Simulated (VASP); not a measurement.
# CoSn (P6/mmm) in VASP: single point with PBE

Aim: the single point of CoSn with PBE.

All numbers are computed with VASP 6.6.1; they aren't measurements. Logs are shortened: lines on timing, memory, paths and dates and some standing lists are left out, and cuts for length are marked.

### Step 1. The cell of the first run

Symmetry: P6/mmm, No. 191, hexagonal system. Conventional cell: a = 5.287 Å, b = 5.287 Å, c = 4.257 Å, α = 90.00°, β = 90.00°, γ = 120.00°. Within 3.5 Å of Co (site symmetry mmm) lie 6 Sn at 2.62 to 2.64 Å and 4 Co at 2.64 Å. Within 3.5 Å of Sn (site symmetry -6m2) lie 6 Co at 2.62 Å and 3 Sn at 3.05 Å. Sn (site symmetry 6/mmm) has 6 Co at 2.64 Å within 3.5 Å.

### Step 2. Single point, PBE

Contents of INCAR:

```
SYSTEM = CoSn
ALGO = Fast ; EDIFF = 1E-6
ENCUT = 520 ; GGA = PE
ISIF = 2 ; ISMEAR = -1
LASPH = .TRUE. ; LCHARG = .FALSE.
LREAL = .FALSE. ; LWAVE = .FALSE.
NBANDS = 44 ; NELM = 100
PREC = Accurate ; SIGMA = 0.15
```

Contents of KPOINTS:

```
k-points
0
G
  9 9 8
  0 0 0
```

Contents of POSCAR:

```
CoSn
1.0
    5.2874060017      0.0000000000      0.0000000000
   -2.6437030009      4.5790279176      0.0000000000
    0.0000000000      0.0000000000      4.2572280564
Co Sn
3 3
Direct
    0.0000000000      0.5000000000      0.0000000000
    0.5000000000      0.5000000000      0.0000000000
    0.5000000000      0.0000000000      0.0000000000
    0.6666666667      0.3333333333      0.5000000000
    0.3333333333      0.6666666667      0.5000000000
    0.0000000000      0.0000000000      0.0000000000
```

Potentials or basis: VASP PAW PBE potentials, release 64 (Co, Sn_d).

The run is started by

```console
cat potpaw_PBE.64/Co/POTCAR potpaw_PBE.64/Sn_d/POTCAR > POTCAR
mpirun -np 1 vasp_std > vasp.out
```

OUTCAR:

```text
SYSTEM = CoSn
   EDIFF = 1E-6
   ENCUT = 520
   GGA = PE
   ISIF = 2
   ISMEAR = -1
   LASPH = .TRUE.
   LREAL = .FALSE.
   NELM = 100
   PREC = Accurate

 ion  position               nearest neighbor table
   1  0.000  0.500  0.000-   4 2.62   5 2.62   4 2.62   5 2.62   3 2.64   3 2.64   2 2.64   2 2.64
                             6 2.64   6 2.64
   2  0.500  0.500  0.000-   4 2.62   5 2.62   4 2.62   5 2.62   6 2.64   6 2.64   1 2.64   1 2.64
                             3 2.64   3 2.64
   3  0.500  0.000  0.000-   4 2.62   5 2.62   4 2.62   5 2.62   1 2.64   1 2.64   6 2.64   6 2.64
                             2 2.64   2 2.64
   4  0.667  0.333  0.500-   1 2.62   1 2.62   3 2.62   3 2.62   2 2.62   2 2.62   5 3.05   5 3.05
                             5 3.05   6 3.72   6 3.72   6 3.72   6 3.72   6 3.72   6 3.72
   5  0.333  0.667  0.500-   1 2.62   1 2.62   3 2.62   3 2.62   2 2.62   2 2.62   4 3.05   4 3.05
                             4 3.05   6 3.72   6 3.72   6 3.72   6 3.72   6 3.72   6 3.72
   6  0.000  0.000  0.000-   2 2.64   2 2.64   3 2.64   3 2.64   1 2.64   1 2.64   5 3.72   4 3.72
                             5 3.72   4 3.72   4 3.72   5 3.72   5 3.72   4 3.72   5 3.72   5 3.72

  LATTYP: Found a hexagonal cell.
 ALAT       =     5.2874060017
 C/A-ratio  =     0.8051638280

  Lattice vectors:

 A1 = (   5.2874060017,   0.0000000000,   0.0000000000)
 A2 = (  -2.6437030009,   4.5790279176,   0.0000000000)
 A3 = (   0.0000000000,   0.0000000000,   4.2572280564)

Analysis of symmetry for initial positions (statically):
=====================================================================
 Subroutine PRICEL returns:
 Original cell was already a primitive cell.

 Routine SETGRP: Setting up the symmetry group for a
 hexagonal supercell.

 Subroutine GETGRP returns: Found 24 space group operations
 (whereof 24 operations were pure point group operations)
 out of a pool of 24 trial point group operations.

The static configuration has the point symmetry D_6h.

Analysis of symmetry for dynamics (positions and initial velocities):
=====================================================================
 Subroutine PRICEL returns:
 Original cell was already a primitive cell.

 Routine SETGRP: Setting up the symmetry group for a
 hexagonal supercell.

 Subroutine GETGRP returns: Found 24 space group operations
 (whereof 24 operations were pure point group operations)
 out of a pool of 24 trial point group operations.

The dynamic configuration has the point symmetry D_6h.

 Subroutine INISYM returns: Found 24 space group operations
 (whereof 24 operations are pure point group operations),
 and found     1 'primitive' translations

----------------------------------------------------------------------------------------

                                     Primitive cell

  volume of cell :     103.0725

  direct lattice vectors                    reciprocal lattice vectors
     5.287406002  0.000000000  0.000000000     0.189128658  0.109193481  0.000000000
    -2.643703001  4.579027918  0.000000000     0.000000000  0.218386963  0.000000000
     0.000000000  0.000000000  4.257228056     0.000000000  0.000000000  0.234894628

  length of vectors
     5.287406002  5.287406002  4.257228056     0.218386963  0.218386963  0.234894628

  position of ions in fractional coordinates (direct lattice)
     0.000000000  0.500000000  0.000000000
     0.500000000  0.500000000  0.000000000
     0.500000000  0.000000000  0.000000000
     0.666666667  0.333333333  0.500000000
     0.333333333  0.666666667  0.500000000
     0.000000000  0.000000000  0.000000000

  ion indices of the primitive-cell ions
   primitive index   ion index
                 1           1
                 2           2
                 3           3
                 4           4
                 5           5
                 6           6

----------------------------------------------------------------------------------------

 KPOINTS: k-points

Automatic generation of k-mesh.
 Grid dimensions read from file:
 generate k-points for:    9    9    8

 Generating k-lattice:

  Cartesian coordinates                     Fractional coordinates (reciprocal lattice)
     0.021014295  0.012132609  0.000000000     0.111111111 -0.000000000  0.000000000
     0.000000000  0.024265218  0.000000000     0.000000000  0.111111111  0.000000000
     0.000000000  0.000000000  0.029361828     0.000000000  0.000000000  0.125000000

  Length of vectors
     0.024265218  0.024265218  0.029361828

  Shift w.r.t. Gamma in fractional coordinates (k-lattice)
     0.000000000  0.000000000  0.000000000

 Subroutine IBZKPT returns following result:
 ===========================================

 Found     60 irreducible k-points:

 Following reciprocal coordinates:
            Coordinates               Weight
  0.000000  0.000000  0.000000      1.000000
  0.111111 -0.000000  0.000000      6.000000
  0.222222  0.000000  0.000000      6.000000
  0.333333  0.000000  0.000000      6.000000
  0.444444  0.000000  0.000000      6.000000
  0.111111  0.111111  0.000000      6.000000
[... 16 lines left out ...]
  0.333333  0.222222  0.125000     24.000000
  0.333333  0.333333  0.125000      4.000000
 [... further k-points ...]
   k-points           NKPTS =     60   k-points in BZ     NKDIM =     60   number of bands    NBANDS=     44
   number of dos      NEDOS =    301   number of ions     NIONS =      6
   total plane-waves  NPLWV =  51200
   dimension x,y,z NGX =    40 NGY =   40 NGZ =   32
   dimension x,y,z NGXF=    80 NGYF=   80 NGZF=   64
   ions per type =               3   3
   NGX,Y,Z   is equivalent  to a cutoff of  12.58, 12.58, 12.50 a.u.
   NGXF,Y,Z  is equivalent  to a cutoff of  25.15, 25.15, 24.99 a.u.
 SYSTEM =  CoSn
   PREC   = accura    normal or accurate (medium, high low for compatibility)
   ISTART =      0    job   : 0-new  1-cont  2-samecut
   ICHARG =      2    charge: 1-file 2-atom 10-const
   ISPIN  =      1    spin polarized calculation?
   LNONCOLLINEAR =      F non collinear calculations
   LSORBIT =      F    spin-orbit coupling
   LASPH  =      T    aspherical Exc in radial PAW
   ENCUT  =  520.0 eV  38.22 Ry    6.18 a.u.   9.83  9.83  7.92*2*pi/ulx,y,z
   NELM   =    100;   NELMIN=  2; NELMDL= -5     # of ELM steps
   EDIFF  = 0.1E-05   stopping-criterion for ELM
   LREAL  =      F    real-space projection
   EDIFFG = 0.1E-04   stopping-criterion for IOM
   NSW    =      0    number of steps for IOM
   IBRION =     -1    ionic relax: 0-MD 1-quasi-New 2-CG
   NFREE  =      0    steps in history (QN), initial steepest desc. (CG)
   ISIF   =      2    stress and relaxation
   ISYM   =      2    0-nonsym 1-usesym 2-fastsym
   POTIM  = 0.5000    time-step for ionic-motion
   TEBEG  =    0.0;   TEEND  =   0.0 temperature during run
   PSTRESS=    0.0 pullay stress
   NELECT =      69.0000    total number of electrons
   NUPDOWN=      -1.0000    fix difference up-down
   EMIN   =  10.00;   EMAX   =-10.00  energy-range for DOS
   EFERMI =   0.00;   METHOD = LEGACY
   ISMEAR =    -1;   SIGMA  =   0.15  broadening in eV -4-tet -1-fermi 0-gaus
   EFERMI_NEDOS =   21; number of points for ismear=-14 and -15
   IALGO  =     68    algorithm
   IMIX   =      4    mixing-type and parameters
     AMIX     =   0.40;   BMIX     =  1.00
     AMIX_MAG =   1.60;   BMIX_MAG =  1.00
  volume/ion in A,a.u.               =      17.18       115.93
  Fermi-wavevector in a.u.,A,eV,Ry     =   1.432112  2.706299 27.904788  2.050944
  Thomas-Fermi vector in A             =   2.551775
   LORBIT       =      0    0 simple, 1 ext, 2 COOP (PROOUT), +10 PAW based schemes
   GGA     = PE    functional components
   LHFCALC =     F    Hartree Fock is set to
   AEXX    =    0.0000 exact exchange contribution
   IVDW    =     0    specifies the selected vdW correction
   LEPSILON=     F    determine dielectric tensor
   LRPA    =     F    only Hartree local field effects (RPA)
 non-spin polarized calculation
 RMM-DIIS sequential band-by-band and
  energy-cutoff  :      520.00
  volume of cell :      103.07
 maximum number of plane-waves:      2800
 NGX is ok and might be reduce to    40
   NGX = 19   NGY = 19   NGZ = 15

 number of electron      69.0000022 magnetization

 Free energy of the ion-electron system (eV)
  ---------------------------------------------------
  ext. energy  EPLUGINS =         0.00000000
  ---------------------------------------------------
  free energy    TOTEN  =       -33.40538301 eV

  energy without entropy =      -33.03726939  energy(sigma->0) =      -33.22132620

 E-fermi :   9.7993     XC(G=0): -11.6925

 val. band max:        9.7660835775   @ k =   0.3333   0.2222   0.2500
 cond. band min:       9.8376923814   @ k =   0.3333   0.1111   0.2500
 fundamental gap:      0.0716088040
 Fermi energy:         9.7992790552

 k-point     1 :       0.0000    0.0000    0.0000
  band No.  band energies     occupation
      1     -11.7747      2.00000
      2     -11.6675      2.00000
      3     -11.6675      2.00000
      4     -11.6512      2.00000
      5     -11.6512      2.00000
      6     -11.5528      2.00000
[... 36 lines left out ...]
     43      15.4694      0.00000
     44      16.2108      0.00000

 k-point     2 :       0.1111   -0.0000    0.0000
  band No.  band energies     occupation
      1     -11.7738      2.00000
      2     -11.6685      2.00000
      3     -11.6676      2.00000
      4     -11.6611      2.00000
      5     -11.6568      2.00000
      6     -11.5665      2.00000
[... 36 lines left out ...]
     43      15.1480      0.00000
     44      15.2734      0.00000

 k-point     3 :       0.2222    0.0000    0.0000
  band No.  band energies     occupation
      1     -11.7715      2.00000
      2     -11.6813      2.00000
      3     -11.6711      2.00000
      4     -11.6710      2.00000
      5     -11.6669      2.00000
      6     -11.5768      2.00000
[... 976 lines left out ...]
     43      15.3206      0.00000
     44      15.8417      0.00000

 k-point    24 :       0.3333    0.3333    0.1250
  band No.  band energies     occupation
      1     -11.7667      2.00000
      2     -11.7396      2.00000
      3     -11.6669      2.00000
      4     -11.6669      2.00000
      5     -11.6322      2.00000
      6     -11.6322      2.00000
[... 36 lines left out ...]
     43      16.2346      0.00000
     44      16.2845      0.00000

 [... further k-points ...]
[... 5 lines left out ...]
  --------------------------------------------------------------------------------------
  -------------------------------------------------------------------------------------
  Total       -0.0306750     -0.0306750     -0.0991617      0.0000000      0.0000000      0.0000000
  in kB       -0.4768179     -0.4768179     -1.5413870      0.0000000      0.0000000      0.0000000
  external PRESSURE =      -0.8316743 kB  Pullay stress =       0.0000000 kB

 VOLUME and BASIS-vectors are now :
 -----------------------------------------------------------------------------
  energy-cutoff  :      520.00
  volume of cell :      103.07
      direct lattice vectors                 reciprocal lattice vectors
     5.287406002  0.000000000  0.000000000     0.189128658  0.109193481  0.000000000
    -2.643703001  4.579027918  0.000000000     0.000000000  0.218386963  0.000000000
     0.000000000  0.000000000  4.257228056     0.000000000  0.000000000  0.234894628

 POSITION                                       TOTAL-FORCE (eV/Angst)
 -----------------------------------------------------------------------------------
     -1.32185      2.28951      0.00000        -0.000000      0.000000      0.000000
      1.32185      2.28951      0.00000        -0.000000      0.000000      0.000000
      2.64370      0.00000      0.00000        -0.000000      0.000000      0.000000
      2.64370      1.52634      2.12861         0.000000     -0.000000     -0.000000
     -0.00000      3.05269      2.12861        -0.000000      0.000000      0.000000
      0.00000      0.00000      0.00000        -0.000000      0.000000      0.000000
 -----------------------------------------------------------------------------------
    total drift:                               -0.000000      0.000000     -0.000000

  FREE ENERGIE OF THE ION-ELECTRON SYSTEM (eV)
  ---------------------------------------------------
  free  energy   TOTEN  =       -33.4053830088 eV

  energy  without entropy=      -33.0372693942  energy(sigma->0) =      -33.22132620
```

Run time: 4.9 min. Hardware: 1 thread of Intel Xeon Platinum 8488C (Sapphire Rapids), shared host; peak memory 0.36 GiB.

What came out:

* Free energy: -33.4054 eV
* Pressure: -0.1 GPa
* Band gap on the k mesh: zero (an odd number of electrons rules out a gap without spin polarisation)

Stress tensor (GPa, compression positive):
```
-0.05  0.00  0.00
 0.00 -0.05  0.00
 0.00  0.00 -0.15
```

Caveat: spin-orbit coupling is left out, which moves the levels of the heavy elements; the run has no spin polarisation, though such a crystal can be magnetic. Spin polarisation is off, so any magnetic state and its effect on volume and gap are missing.
